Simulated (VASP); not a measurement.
# CuSi16 (a cell with a defect) in VASP: notebook, part 2 of 2

VASP 6.6.1.

### 3 Single point, PBE

INCAR

```
ALGO = Normal ; EDIFF = 1E-6
ENCUT = 520 ; GGA = PE
ISIF = 2 ; ISMEAR = 0
LASPH = T ; LCHARG = F
LREAL = Auto ; LWAVE = F
NBANDS = 52 ; NELECT = 74.0
NELM = 60 ; PREC = Accurate
SIGMA = 0.05
```

KPOINTS

```
k-points
0
Gamma
  2 2 2
```

POSCAR

```
CuSi16
1.0
    0.0000000000      5.4300000000      5.4300000000
    5.4300000000      0.0000000000      5.4300000000
    5.4300000000      5.4300000000      0.0000000000
Si Cu
16 1
Direct
    0.0142202484     -0.0074051915     -0.0036562835
    0.1178485681      0.1248193394      0.1328049617
   -0.0388702296      0.0129353696      0.5127400716
    0.1182544091      0.1240304696      0.6239465114
    0.0142612673      0.4970867721     -0.0030339334
    0.1391713731      0.6205307947      0.1206122716
    0.0140844046      0.4964444071      0.4926716767
    0.1179172343      0.6329691728      0.6246712292
    0.5060666258     -0.0050249474      0.0041162015
    0.6397586787      0.1230020904      0.1180513677
    0.5059235608     -0.0061777049      0.4937868556
    0.5896792555      0.1362369811      0.6358807947
    0.5126084585      0.4959806772     -0.0038813244
    0.6398427565      0.6190582258      0.1188096133
    0.5060903651      0.5044559788      0.4947791981
    0.6396199403      0.6181611475      0.6231783830
    0.3323317233      0.8883930278      0.3875281352
```

Potentials or basis: VASP PAW PBE potentials, release 64 (Si, Cu).

Launch:

```console
> cat potpaw_PBE.64/Si/POTCAR potpaw_PBE.64/Cu/POTCAR > POTCAR
> mpirun -np 1 vasp_std > vasp.out
```

Run time: 3.4 min. Hardware: 1 thread of Intel Xeon 6975P-C (Granite Rapids), shared host; peak memory 0.49 GiB.

Results (log left out):

```
Free energy   : -94.2206 eV
Largest force : 0.027 eV/Å
```

Forces on the atoms (eV/Å):
```
Si  -0.007  0.007 -0.012
Si   0.001 -0.021 -0.003
Si  -0.008  0.003 -0.003
Si   0.027 -0.003 -0.002
Si   0.007  0.004  0.007
Si   0.001 -0.001  0.000
Si  -0.006 -0.009  0.008
Si   0.002 -0.005 -0.018
Si  -0.007 -0.003  0.007
Si   0.005  0.001 -0.002
Si  -0.002 -0.001  0.000
Si  -0.003  0.009  0.008
Si  -0.005  0.004  0.003
Si   0.004 -0.004 -0.008
Si  -0.001  0.001  0.000
Si   0.001 -0.003  0.002
Cu  -0.009  0.020  0.013
```

Levels at points of the mesh, in eV from the Fermi level:
```csv
k point,band 33,band 34,band 35,band 36,band 37,band 38,band 39,band 40,band 41,band 42
"(0.00, 0.00, 0.00)",-0.89,-0.89,-0.65,-0.19,-0.18,0.18,0.61,0.61,0.63,0.65
"(0.50, 0.00, 0.00)",-2.00,-0.92,-0.91,-0.72,-0.72,0.42,1.26,1.34,1.34,1.44
"(0.00, 0.50, 0.00)",-2.00,-0.89,-0.84,-0.76,-0.68,0.59,1.09,1.28,1.32,1.50
"(0.00, 0.00, 0.50)",-2.00,-0.89,-0.84,-0.76,-0.68,0.59,1.09,1.28,1.32,1.50
"(0.50, 0.50, 0.50)",-2.00,-0.89,-0.84,-0.76,-0.67,0.58,1.08,1.28,1.33,1.50
"(0.50, 0.50, 0.00)",-1.82,-1.52,-1.43,-1.41,-0.96,0.67,1.06,2.02,2.07,2.14
"(0.00, 0.50, 0.50)",-1.83,-1.51,-1.44,-1.40,-0.96,0.67,1.06,2.02,2.07,2.14
"(0.50, 0.00, 0.50)",-1.82,-1.52,-1.43,-1.41,-0.96,0.67,1.06,2.02,2.07,2.14
```

Caveat: the k points lie up to 0.50 Å⁻¹ apart; the cell carries a net charge on a neutralising background, which shifts energy and pressure; the cell is charged against a uniform background, so pressure and absolute levels hang on convention.

### 4 Single point, PBE

INCAR

```
SYSTEM = CuSi16
PREC     = Accurate       ! precision mode
ENCUT    = 520            ! plane-wave cutoff, eV
EDIFF    = 1E-6           ! SCF threshold, eV
ISMEAR   = 0              ! smearing method
SIGMA    = 0.05           ! smearing width, eV
LREAL    = Auto         
LASPH    = .TRUE.         ! aspherical terms in the spheres
NELM     = 80             ! most SCF steps
ALGO     = Normal         ! electronic algorithm
ISIF     = 2              ! what is computed and relaxed
LWAVE    = .FALSE.        ! write WAVECAR
LCHARG   = .FALSE.        ! write CHGCAR
GGA      = PE             ! functional
NBANDS   = 52             ! bands
NELECT   = 74.0
```

KPOINTS

```
regular mesh
0
G
  2 2 2
  0 0 0
```

POSCAR

```
CuSi16
1.0
    0.0000000000      5.4300000000      5.4300000000
    5.4300000000      0.0000000000      5.4300000000
    5.4300000000      5.4300000000      0.0000000000
Si Cu
16 1
Direct
    0.0003349908      0.0082685083     -0.0089821363
    0.1326472376      0.1113323204      0.1280080110
   -0.0003551565      0.0086046961      0.5002498158
    0.1119057090      0.1640904236      0.6120298343
    0.0022990792      0.4860508287      0.0054848987
    0.1306371087      0.6207476059      0.1181083794
   -0.0113840700      0.5359076427      0.4866188766
    0.1292035912      0.6203662063      0.6298923573
    0.5045948435     -0.0149764273      0.0054843462
    0.6280033149      0.1109384899      0.1281136280
    0.4913947514      0.0084872007      0.5003455801
    0.6274064457      0.1114902394      0.6335933702
    0.5062903315      0.4856378453      0.0056923573
    0.6291514733      0.6113555249      0.1302568140
    0.5051494475      0.4862183241      0.5034161142
    0.6202664825      0.6203567219      0.6301047882
    0.2370793738      0.7922720074      0.7330534070
```

Launch:

```console
> cat potpaw_PBE.64/Si/POTCAR potpaw_PBE.64/Cu/POTCAR > POTCAR
> mpirun -np 1 vasp_std > vasp.out
```

Wall time 3.4 min (1 thread of Intel Xeon 6975P-C (Granite Rapids), shared host); peak memory 0.49 GiB.

The run converged. Its results:

```yaml
Free_energy: -94.2200 eV
Largest_force: 0.042 eV/Å
```

Forces on the atoms (eV/Å):
```
Si   0.017  0.016 -0.016
Si   0.007 -0.011  0.019
Si  -0.018 -0.019 -0.017
Si   0.022 -0.026  0.025
Si   0.008 -0.005 -0.026
Si   0.003  0.019 -0.018
Si  -0.014  0.011 -0.013
Si  -0.019 -0.007 -0.017
Si  -0.004  0.010 -0.007
Si   0.011 -0.020  0.014
Si  -0.017  0.016  0.018
Si   0.018 -0.007  0.006
Si   0.012  0.019  0.008
Si   0.005 -0.007  0.007
Si  -0.028 -0.007  0.006
Si  -0.020  0.019  0.005
Cu   0.016 -0.002  0.004
```

Levels at points of the mesh, in eV from the Fermi level:
```tsv
k point	band 33	band 34	band 35	band 36	band 37	band 38	band 39	band 40	band 41	band 42
(0.00, 0.00, 0.00)	-0.89	-0.88	-0.64	-0.19	-0.18	0.18	0.61	0.61	0.64	0.66
(0.50, 0.00, 0.00)	-2.00	-0.89	-0.84	-0.76	-0.67	0.59	1.09	1.28	1.33	1.50
(0.00, 0.50, 0.00)	-2.00	-0.91	-0.91	-0.72	-0.72	0.42	1.26	1.33	1.33	1.45
(0.00, 0.00, 0.50)	-2.00	-0.88	-0.84	-0.76	-0.66	0.59	1.09	1.29	1.34	1.51
(0.50, 0.50, 0.50)	-2.00	-0.89	-0.83	-0.76	-0.68	0.59	1.09	1.28	1.33	1.51
(0.50, 0.50, 0.00)	-1.82	-1.51	-1.43	-1.40	-0.95	0.68	1.06	2.03	2.08	2.14
(0.00, 0.50, 0.50)	-1.82	-1.51	-1.44	-1.40	-0.96	0.68	1.06	2.03	2.07	2.15
(0.50, 0.00, 0.50)	-1.82	-1.51	-1.43	-1.40	-0.95	0.68	1.06	2.03	2.08	2.14
```

Caveat: the k points lie up to 0.50 Å⁻¹ apart; the cell carries a net charge on a neutralising background, which shifts energy and pressure; the cell is charged against a uniform background, so pressure and absolute levels hang on convention.

### 5 Single point, PBE

INCAR

```
SYSTEM = CuSi16
PREC = Accurate
ENCUT = 520
EDIFF = 1E-6
ISMEAR = 0
SIGMA = 0.05
LREAL = Auto
LASPH = .True.
NELM = 80
ALGO = Normal
ISIF = 2
LWAVE = .False.
LCHARG = .False.
GGA = PE
NBANDS = 52
NELECT = 74.0
```

KPOINTS

```
regular mesh
0
Gamma
  2 2 2
  0 0 0
```

POSCAR

```
CuSi16
1.0
    0.0000000000      5.4300000000      5.4300000000
    5.4300000000      0.0000000000      5.4300000000
    5.4300000000      5.4300000000      0.0000000000
Si Cu
16 1
Direct
   -0.0015726519      0.0116781768     -0.0082840700
    0.1171972376      0.1234756906      0.1332747698
   -0.0149686924      0.0079650092      0.5050097606
    0.1152090239      0.1493699816      0.6183561694
   -0.0030544199      0.4972426335     -0.0051789134
    0.1376265193      0.6371000000      0.0866488029
    0.0114116022      0.5205372007      0.4586189687
    0.1198073665      0.6167832413      0.6218042357
    0.4902068140     -0.0091985267      0.0287359116
    0.6259014733      0.1240830571      0.1323125230
    0.5018694291      0.0069057090      0.5040003683
    0.6144580110      0.1107644567      0.6574375691
    0.5102834254      0.4978276243     -0.0054154696
    0.6243196133      0.6168586556      0.1337315838
    0.5058508287      0.4835038674      0.5058714549
    0.6428334254      0.6155487109      0.6214921731
    0.2886406077      0.7928183241      0.6302332413
```

Launch:

```console
> cat potpaw_PBE.64/Si/POTCAR potpaw_PBE.64/Cu/POTCAR > POTCAR
> mpirun -np 1 vasp_std > vasp.out
```

Run time: 3.3 min. Hardware: 1 thread of Intel Xeon 6975P-C (Granite Rapids), shared host; peak memory 0.5 GiB.

It converged, with:

* Free energy: -94.2087 eV
* Largest force: 0.096 eV/Å

Forces on the atoms (eV/Å):
```
Si   0.002 -0.007 -0.001
Si   0.001  0.005  0.005
Si  -0.003  0.001 -0.008
Si   0.003 -0.011  0.021
Si  -0.007 -0.006  0.000
Si   0.006  0.002  0.003
Si   0.005  0.000 -0.011
Si  -0.016 -0.016  0.003
Si  -0.016 -0.014  0.010
Si   0.000 -0.001 -0.007
Si   0.001  0.002  0.006
Si  -0.011 -0.009  0.018
Si  -0.012  0.006  0.003
Si   0.004  0.001  0.002
Si  -0.001 -0.004 -0.003
Si  -0.010 -0.002  0.014
Cu   0.055  0.055 -0.056
```

Levels at points of the mesh, in eV from the Fermi level:
```tsv
k point	band 35	band 36	band 37	band 38	band 39	band 40
(0.00, 0.00, 0.00)	-0.60	-0.22	-0.06	0.06	0.23	0.55
(0.50, 0.00, 0.00)	-0.95	-0.92	-0.77	0.57	1.07	1.16
(0.00, 0.50, 0.00)	-0.96	-0.94	-0.81	0.54	1.08	1.14
(0.00, 0.00, 0.50)	-0.92	-0.63	-0.51	0.53	0.97	1.37
(0.50, 0.50, 0.50)	-0.94	-0.92	-0.76	0.58	1.07	1.16
(0.50, 0.50, 0.00)	-1.55	-1.47	-1.15	0.66	0.89	1.87
(0.00, 0.50, 0.50)	-1.52	-1.45	-1.20	0.67	0.89	1.89
(0.50, 0.00, 0.50)	-1.54	-1.46	-1.16	0.66	0.89	1.88
```

Caveat: the k points lie up to 0.50 Å⁻¹ apart; the cell carries a net charge on a neutralising background, which shifts energy and pressure; the cell is charged against a uniform background, so pressure and absolute levels hang on convention.

### 6 Single point, PBE

INCAR

```
SYSTEM = CuSi16
  ALGO = Normal
  EDIFF = 1E-6
  ENCUT = 520
  GGA = PE
  ISIF = 2
  ISMEAR = 0
  LASPH = .True.
  LCHARG = .True.
  LELF = .True.
  LREAL = Auto
  LVHAR = .True.
  LWAVE = .False.
  NBANDS = 52
  NELECT = 74.0
  NELM = 100
  PREC = Accurate
  SIGMA = 0.05
```

KPOINTS

```
k-points
0
Gamma
  2 2 2
  0 0 0
```

POSCAR

```
CuSi16
1.0
    0.0000000000      5.4300000000      5.4300000000
    5.4300000000      0.0000000000      5.4300000000
    5.4300000000      5.4300000000      0.0000000000
Si Cu
16 1
Direct
    0.0019976059      0.0076325967     -0.0088475138
    0.1136037753      0.1265844383      0.1327511050
   -0.0241661142      0.0097600368      0.5061944751
    0.1173858195      0.1398907919      0.6194244936
    0.0013927256      0.4990759669     -0.0078610497
    0.1344652855      0.6346923573      0.0959733886
    0.0144732044      0.5104336096      0.4672131676
    0.1183273481      0.6232534991      0.6204604972
    0.4883476059     -0.0126973297      0.0376730203
    0.6282031308      0.1280836096      0.1295077348
    0.5085771639      0.0051331492      0.5026101289
    0.6046404236      0.1138151934      0.6656813076
    0.5083780847      0.5006928177     -0.0093097606
    0.6276249540      0.6145894107      0.1297965930
    0.5097223757      0.4822949355      0.5029660221
    0.6417088398      0.6192837937      0.6185500921
    0.3327315838      0.8368614180      0.4930439227
```

Potentials or basis: VASP PAW PBE potentials, release 64 (Si, Cu).

Launch:

```console
> cat potpaw_PBE.64/Si/POTCAR potpaw_PBE.64/Cu/POTCAR > POTCAR
> mpirun -np 1 vasp_std > vasp.out
```

OUTCAR:

```text
SYSTEM = CuSi16
   EDIFF = 1E-6
   ENCUT = 520
   GGA = PE
   ISIF = 2
   ISMEAR = 0
   LASPH = .True.
   LREAL = Auto
   NELECT = 74.0
   NELM = 100
   PREC = Accurate

 ion  position               nearest neighbor table
   1  0.002  0.008  0.991-   4 2.33   2 2.34   6 2.34  10 2.35
   2  0.114  0.127  0.133-   1 2.34   5 2.34   3 2.34   9 2.36
   3  0.976  0.010  0.506-  12 2.34   2 2.34  17 2.35   4 2.42   8 2.43
   4  0.117  0.140  0.619-   7 2.33   1 2.33   3 2.42  17 2.43  11 2.45
   5  0.001  0.499  0.992-   8 2.33   2 2.34   6 2.34  14 2.35
   6  0.134  0.635  0.096-   7 2.33   5 2.34   1 2.34  13 2.35
   7  0.014  0.510  0.467-   6 2.33   8 2.33   4 2.33  16 2.34
   8  0.118  0.623  0.620-   7 2.33   5 2.33  17 2.42   3 2.43  15 2.46
   9  0.488  0.987  0.038-  12 2.33  10 2.35  14 2.35   2 2.36  17 2.86
  10  0.628  0.128  0.130-  13 2.34  11 2.34   9 2.35   1 2.35
  11  0.509  0.005  0.503-  12 2.32  17 2.33  10 2.34  16 2.42   4 2.45
  12  0.605  0.114  0.666-  11 2.32  15 2.33   9 2.33   3 2.34
  13  0.508  0.501  0.991-  16 2.33  14 2.34  10 2.34   6 2.35
  14  0.628  0.615  0.130-  13 2.34  15 2.34   5 2.35   9 2.35
  15  0.510  0.482  0.503-  12 2.33  17 2.34  14 2.34  16 2.41   8 2.46
  16  0.642  0.619  0.619-  13 2.33   7 2.34  15 2.41  11 2.42  17 2.46
  17  0.333  0.837  0.493-  11 2.33  15 2.34   3 2.35   8 2.42   4 2.43  16 2.46   9 2.86

  LATTYP: Found a face centered cubic cell.
 ALAT       =    10.8600000000

  Lattice vectors:

 A1 = (   0.0000000000,   5.4300000000,   5.4300000000)
 A2 = (   5.4300000000,   0.0000000000,   5.4300000000)
 A3 = (   5.4300000000,   5.4300000000,   0.0000000000)

Analysis of symmetry for initial positions (statically):
=====================================================================
 Subroutine PRICEL returns:
 Original cell was already a primitive cell.

 Routine SETGRP: Setting up the symmetry group for a
 face centered cubic supercell.

 Subroutine GETGRP returns: Found  1 space group operations
[... 155 lines left out ...]
   GGA     = PE    functional components
   LHFCALC =     F    Hartree Fock is set to
   AEXX    =    0.0000 exact exchange contribution
   IVDW    =     0    specifies the selected vdW correction
   LEPSILON=     F    determine dielectric tensor
   LRPA    =     F    only Hartree local field effects (RPA)
 non-spin polarized calculation
 Gauss-broadening in eV      SIGMA  =   0.05
  energy-cutoff  :      520.00
  volume of cell :      320.21
 maximum number of plane-waves:      8646
 NGX is ok and might be reduce to    60
   NGX = 29   NGY = 29   NGZ = 29

 number of electron      74.0000001 magnetization

 Free energy of the ion-electron system (eV)
  ---------------------------------------------------
  ext. energy  EPLUGINS =         0.00000000
  ---------------------------------------------------
  free energy    TOTEN  =       -94.20938312 eV

  energy without entropy =      -94.20772217  energy(sigma->0) =      -94.20855264

 E-fermi :   6.4278     XC(G=0):  -9.6123

 val. band max:        6.3676450450   @ k =   0.0000   0.0000   0.0000
 cond. band min:       6.4878937023   @ k =   0.0000   0.0000   0.0000
 fundamental gap:      0.1202486573
 Fermi energy:         6.4277693738

 k-point     1 :       0.0000    0.0000    0.0000
  band No.  band energies     occupation
      1      -5.8930      2.00000
      2      -3.5371      2.00000
      3      -3.5050      2.00000
      4      -3.4831      2.00000
      5      -3.4690      2.00000
      6      -1.9736      2.00000
[... 405 lines left out ...]
     48      10.4333      0.00000
     49      10.4601      0.00000
 [bands above 49 left out]

------------------------ aborting loop because EDIFF is reached ----------------------------------------

  FORCE on cell =-STRESS in cart. coord.  units (eV):
  Direction    XX          YY          ZZ          XY          YZ          ZX
  --------------------------------------------------------------------------------------
  -------------------------------------------------------------------------------------
  Total       -1.2524257     -1.7332109     -1.0375018      0.3332059     -0.0931315      0.6034777
  in kB       -6.2666160     -8.6722646     -5.1912263      1.6672234     -0.4659911      3.0195507
  external PRESSURE =      -6.7100357 kB  Pullay stress =       0.0000000 kB

 VOLUME and BASIS-vectors are now :
 -----------------------------------------------------------------------------
  energy-cutoff  :      520.00
  volume of cell :      320.21
      direct lattice vectors                 reciprocal lattice vectors
     0.000000000  5.430000000  5.430000000    -0.092081031  0.092081031  0.092081031
     5.430000000  0.000000000  5.430000000     0.092081031 -0.092081031  0.092081031
     5.430000000  5.430000000  0.000000000     0.092081031  0.092081031 -0.092081031

 POSITION                                       TOTAL-FORCE (eV/Angst)
 -----------------------------------------------------------------------------------
      5.42340      5.39281      0.05229         0.002849     -0.002056     -0.002987
      1.40819      1.33771      1.30422         0.004517      0.003056      0.000558
      2.80163      8.04741      5.35177         0.009327     -0.007177     -0.020554
      4.12308      4.00088      1.39701        -0.004712      0.006763      0.006016
      8.09730      5.39488      2.71755         0.000567     -0.002185      0.003112
      3.96752      1.25128      4.17653         0.012693      0.015764     -0.008170
[... 9 lines left out ...]
      6.72144      6.84321      6.84719         0.005074     -0.002162      0.000853
      7.22139      4.48396      6.35089        -0.055538     -0.054120      0.055254
 -----------------------------------------------------------------------------------
    total drift:                               -0.002307     -0.003316     -0.002940

  FREE ENERGIE OF THE ION-ELECTRON SYSTEM (eV)
  ---------------------------------------------------
  free  energy   TOTEN  =       -94.2093831187 eV

  energy  without entropy=      -94.2077221687  energy(sigma->0) =      -94.20855264
```

OSZICAR:

```text
N       E                     dE             d eps       ncg     rms          rms(c)
DAV:   1     0.328006551838E+03    0.32801E+03   -0.27636E+04   832   0.123E+03
DAV:   2    -0.557594061831E+02   -0.38377E+03   -0.35889E+03   868   0.240E+02
DAV:   3    -0.961087008862E+02   -0.40349E+02   -0.37957E+02  1128   0.795E+01
[... 11 lines left out ...]
DAV:  15    -0.942094008482E+02    0.65577E-03   -0.26294E-03  1328   0.110E+00    0.824E-02
DAV:  16    -0.942094140343E+02   -0.13186E-04   -0.55649E-04  1088   0.946E-02    0.461E-02
DAV:  17    -0.942093861599E+02    0.27874E-04   -0.71573E-05  1528   0.193E-01    0.199E-02
DAV:  18    -0.942093829056E+02    0.32544E-05   -0.30677E-05  1304   0.938E-02    0.819E-03
DAV:  19    -0.942093831187E+02   -0.21319E-06   -0.52485E-06   976   0.248E-02
   1 F= -.94209383E+02 E0= -.94208553E+02  d E =-.166095E-02
```

stdout:

```text
POSCAR found type information on POSCAR SiCu
 POSCAR found :  2 types and      17 ions
 scaLAPACK will be used
 LDA part: xc-table for (Slater+PW92), standard interpolation
 POSCAR, INCAR and KPOINTS ok, starting setup
 FFT: planning ... GRIDC
 FFT: planning ... GRID_SOFT
 FFT: planning ... GRID
 WAVECAR not read
 entering main loop
 the old and the new charge density differ
 old charge density:    75.00000 new   74.00000
    0.221E+01
```

Run time: 3.4 min. Hardware: 1 thread of Intel Xeon 6975P-C (Granite Rapids), shared host; peak memory 0.5 GiB.

What came out:

```yaml
Free_energy: -94.2094 eV
Largest_force: 0.095 eV/Å
```

Forces on the atoms (eV/Å):
```
Si   0.003 -0.002 -0.003
Si   0.005  0.003  0.001
Si   0.009 -0.007 -0.021
Si  -0.005  0.007  0.006
Si   0.001 -0.002  0.003
Si   0.013  0.016 -0.008
Si   0.010  0.013 -0.019
Si  -0.003  0.001  0.000
Si   0.000 -0.005 -0.002
Si   0.005  0.005 -0.005
Si   0.013  0.012  0.002
Si   0.002  0.000  0.007
Si  -0.001  0.002 -0.001
Si   0.000  0.010 -0.003
Si  -0.001  0.003 -0.013
Si   0.005 -0.002  0.001
Cu  -0.056 -0.054  0.055
```

Levels at points of the mesh, in eV from the Fermi level:
| k point | band 33 | band 34 | band 35 | band 36 | band 37 | band 38 | band 39 | band 40 | band 41 | band 42 |
| --- | --- | --- | --- | --- | --- | --- | --- | --- | --- | --- |
| (0.00, 0.00, 0.00) | -1.16 | -1.11 | -0.60 | -0.22 | -0.06 | 0.06 | 0.24 | 0.55 | 0.58 | 0.70 |
| (0.50, 0.00, 0.00) | -2.06 | -1.01 | -0.96 | -0.94 | -0.81 | 0.54 | 1.08 | 1.14 | 1.28 | 1.39 |
| (0.00, 0.50, 0.00) | -2.05 | -1.02 | -0.95 | -0.92 | -0.77 | 0.57 | 1.07 | 1.16 | 1.28 | 1.41 |
| (0.00, 0.00, 0.50) | -2.18 | -0.94 | -0.92 | -0.63 | -0.51 | 0.53 | 0.97 | 1.37 | 1.39 | 1.56 |
| (0.50, 0.50, 0.50) | -2.05 | -1.03 | -0.94 | -0.91 | -0.76 | 0.58 | 1.07 | 1.16 | 1.29 | 1.41 |
| (0.50, 0.50, 0.00) | -1.86 | -1.56 | -1.55 | -1.47 | -1.15 | 0.66 | 0.90 | 1.88 | 2.05 | 2.17 |
| (0.00, 0.50, 0.50) | -1.86 | -1.56 | -1.54 | -1.46 | -1.16 | 0.66 | 0.90 | 1.88 | 2.04 | 2.17 |
| (0.50, 0.00, 0.50) | -1.88 | -1.58 | -1.52 | -1.45 | -1.20 | 0.67 | 0.90 | 1.89 | 2.04 | 2.17 |

Caveat: the k points lie up to 0.50 Å⁻¹ apart; the cell carries a net charge on a neutralising background, which shifts energy and pressure; the cell is charged against a uniform background, so pressure and absolute levels hang on convention.
